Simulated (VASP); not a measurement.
# Ag (Fm-3m) in VASP: further runs

Ag is run at these levels: PBE; tasks: single point.

Program: VASP 6.6.1. These are calculated values, not measurements. Logs are shortened: lines on timing, memory, paths and dates and some standing lists are left out, and cuts for length are marked.

## 1. The cell of the first run

The structure is cubic, space group Fm-3m (No. 225). Conventional cell: a = 4.120 Å, b = 4.120 Å, c = 4.120 Å, α = 90.00°, β = 90.00°, γ = 90.00°. Ag (site symmetry m-3m) has 12 Ag at 2.91 Å within 3.8 Å.

## 2. Single point, PBE

File INCAR:

```
PREC = Accurate ; ENCUT = 520
EDIFF = 1E-6 ; ISMEAR = -1
SIGMA = 0.06122561905347299 ; LREAL = False
LASPH = True ; NELM = 60
ALGO = Normal ; ISIF = 2
LWAVE = False ; LCHARG = False
GGA = PE ; NBANDS = 12
```

File KPOINTS:

```
regular mesh
0
Gamma
  23 23 23
```

File POSCAR:

```
Ag
1.0
    0.0000000000      2.0599566960      2.0599566960
    2.0599566960      0.0000000000      2.0599566960
    2.0599566960      2.0599566960      0.0000000000
Ag
1
Direct
    0.0000000000      0.0000000000      0.0000000000
```

Potentials or basis: VASP PAW PBE potentials, release 64 (Ag).

Command:

```sh
$ cat potpaw_PBE.64/Ag/POTCAR > POTCAR
$ mpirun -np 1 vasp_std > vasp.out
```

OUTCAR:

```text
PREC = Accurate
   ENCUT = 520
   EDIFF = 1E-6
   ISMEAR = -1
   LREAL = False
   LASPH = True
   NELM = 60
   ISIF = 2
   GGA = PE

 ion  position               nearest neighbor table
   1  0.000  0.000  0.000-

  LATTYP: Found a face centered cubic cell.
 ALAT       =     4.1199133920

  Lattice vectors:

 A1 = (   0.0000000000,   2.0599566960,   2.0599566960)
 A2 = (   2.0599566960,   0.0000000000,   2.0599566960)
 A3 = (   2.0599566960,   2.0599566960,   0.0000000000)

Analysis of symmetry for initial positions (statically):
=====================================================================
 Subroutine PRICEL returns:
 Original cell was already a primitive cell.

 Routine SETGRP: Setting up the symmetry group for a
 face centered cubic supercell.

 Subroutine GETGRP returns: Found 48 space group operations
 (whereof 48 operations were pure point group operations)
 out of a pool of 48 trial point group operations.

The static configuration has the point symmetry O_h .

Analysis of symmetry for dynamics (positions and initial velocities):
=====================================================================
 Subroutine PRICEL returns:
 Original cell was already a primitive cell.

 Routine SETGRP: Setting up the symmetry group for a
 face centered cubic supercell.

 Subroutine GETGRP returns: Found 48 space group operations
 (whereof 48 operations were pure point group operations)
 out of a pool of 48 trial point group operations.

The dynamic configuration has the point symmetry O_h .

 Subroutine INISYM returns: Found 48 space group operations
 (whereof 48 operations are pure point group operations),
 and found     1 'primitive' translations

----------------------------------------------------------------------------------------

                                     Primitive cell

  volume of cell :      17.4825

  direct lattice vectors                    reciprocal lattice vectors
     0.000000000  2.059956696  2.059956696    -0.242723549  0.242723549  0.242723549
     2.059956696  0.000000000  2.059956696     0.242723549 -0.242723549  0.242723549
     2.059956696  2.059956696  0.000000000     0.242723549  0.242723549 -0.242723549

  length of vectors
     2.913218697  2.913218697  2.913218697     0.420409519  0.420409519  0.420409519

  position of ions in fractional coordinates (direct lattice)
     0.000000000  0.000000000  0.000000000

  ion indices of the primitive-cell ions
[... 75 lines left out ...]
   LREAL  =      F    real-space projection
   EDIFFG = 0.1E-04   stopping-criterion for IOM
   NSW    =      0    number of steps for IOM
   IBRION =     -1    ionic relax: 0-MD 1-quasi-New 2-CG
   NFREE  =      0    steps in history (QN), initial steepest desc. (CG)
   ISIF   =      2    stress and relaxation
   ISYM   =      2    0-nonsym 1-usesym 2-fastsym
   POTIM  = 0.5000    time-step for ionic-motion
   TEBEG  =    0.0;   TEEND  =   0.0 temperature during run
   PSTRESS=    0.0 pullay stress
   NELECT =      11.0000    total number of electrons
   NUPDOWN=      -1.0000    fix difference up-down
   EMIN   =  10.00;   EMAX   =-10.00  energy-range for DOS
   EFERMI =   0.00;   METHOD = LEGACY
   ISMEAR =    -1;   SIGMA  =   0.06  broadening in eV -4-tet -1-fermi 0-gaus
   EFERMI_NEDOS =   21; number of points for ismear=-14 and -15
   IALGO  =     38    algorithm
   IMIX   =      4    mixing-type and parameters
     AMIX     =   0.40;   BMIX     =  1.00
     AMIX_MAG =   1.60;   BMIX_MAG =  1.00
  volume/ion in A,a.u.               =      17.48       117.98
  Fermi-wavevector in a.u.,A,eV,Ry     =   1.402828  2.650960 26.775249  1.967925
  Thomas-Fermi vector in A             =   2.525550
   LORBIT       =      0    0 simple, 1 ext, 2 COOP (PROOUT), +10 PAW based schemes
   GGA     = PE    functional components
   LHFCALC =     F    Hartree Fock is set to
   AEXX    =    0.0000 exact exchange contribution
   IVDW    =     0    specifies the selected vdW correction
   LEPSILON=     F    determine dielectric tensor
   LRPA    =     F    only Hartree local field effects (RPA)
 non-spin polarized calculation
  energy-cutoff  :      520.00
  volume of cell :       17.48
 maximum number of plane-waves:       495
 NGX is ok and might be reduce to    24
   NGX = 11   NGY = 11   NGZ = 11

 number of electron      10.9999999 magnetization

 Free energy of the ion-electron system (eV)
  ---------------------------------------------------
  ext. energy  EPLUGINS =         0.00000000
  ---------------------------------------------------
  free energy    TOTEN  =        -2.71577722 eV

  energy without entropy =       -2.71140963  energy(sigma->0) =       -2.71359342

 E-fermi :   8.1149     XC(G=0): -12.0609

 val. band max:        8.0938471947   @ k =  -0.4783   0.0870   0.0435
 cond. band min:       8.1254239495   @ k =  -0.3913   0.1304   0.0435
 fundamental gap:      0.0315767548
 Fermi energy:         8.1149387005

 k-point     1 :       0.0000    0.0000    0.0000
  band No.  band energies     occupation
      1       0.5015      2.00000
      2       3.3699      2.00000
      3       3.3699      2.00000
      4       3.3699      2.00000
      5       4.3587      2.00000
      6       4.3587      2.00000
      7      24.0554      0.00000
      8      27.4855      0.00000
      9      27.4855      0.00000
     10      27.4855      0.00000
     11      32.2316      0.00000
     12      33.2135      0.00000
[... 331 lines left out ...]
 k-point    24 :      -0.4783    0.0435    0.0000
  band No.  band energies     occupation
      1       1.8784      2.00000
      2       3.3304      2.00000
      3       3.3750      2.00000
      4       5.0120      2.00000
      5       5.1103      2.00000
      6       7.9066      1.93563
      7      11.5799      0.00000
      8      23.2401      0.00000
      9      25.2777      0.00000
     10      25.5545      0.00000
     11      30.7582      0.00000
     12      30.8779      0.00000

 [... further k-points ...]
[... 5 lines left out ...]
  --------------------------------------------------------------------------------------
  -------------------------------------------------------------------------------------
  Total        0.2023873      0.2023873      0.2023873     -0.0000000      0.0000000     -0.0000000
  in kB       18.5476779     18.5476779     18.5476779     -0.0000000      0.0000000     -0.0000000
  external PRESSURE =      18.5476779 kB  Pullay stress =       0.0000000 kB

 VOLUME and BASIS-vectors are now :
 -----------------------------------------------------------------------------
  energy-cutoff  :      520.00
  volume of cell :       17.48
      direct lattice vectors                 reciprocal lattice vectors
     0.000000000  2.059956696  2.059956696    -0.242723549  0.242723549  0.242723549
     2.059956696  0.000000000  2.059956696     0.242723549 -0.242723549  0.242723549
     2.059956696  2.059956696  0.000000000     0.242723549  0.242723549 -0.242723549

 POSITION                                       TOTAL-FORCE (eV/Angst)
 -----------------------------------------------------------------------------------
      0.00000      0.00000      0.00000         0.000000     -0.000000      0.000000
 -----------------------------------------------------------------------------------
    total drift:                               -0.000000      0.000000     -0.000000

  FREE ENERGIE OF THE ION-ELECTRON SYSTEM (eV)
  ---------------------------------------------------
  free  energy   TOTEN  =        -2.7157772165 eV

  energy  without entropy=       -2.7114096294  energy(sigma->0) =       -2.71359342
```

Wall time 24 s (1 thread of Intel Xeon Platinum 8559C (Emerald Rapids), shared host); peak memory 0.2 GiB.

What came out:

- Free energy: -2.7158 eV
- Pressure: 1.9 GPa

Levels at points of the mesh, in eV from the Fermi level:
```
           k point  band 2  band 3  band 4  band 5  band 6  band 7  band 8  band 9  band 10  band 11
(0.00, 0.00, 0.00)   -4.75   -4.75   -4.75   -3.76   -3.76   15.94   19.37   19.37    19.37    24.12
```

(Part 1 of 2 ends here.)
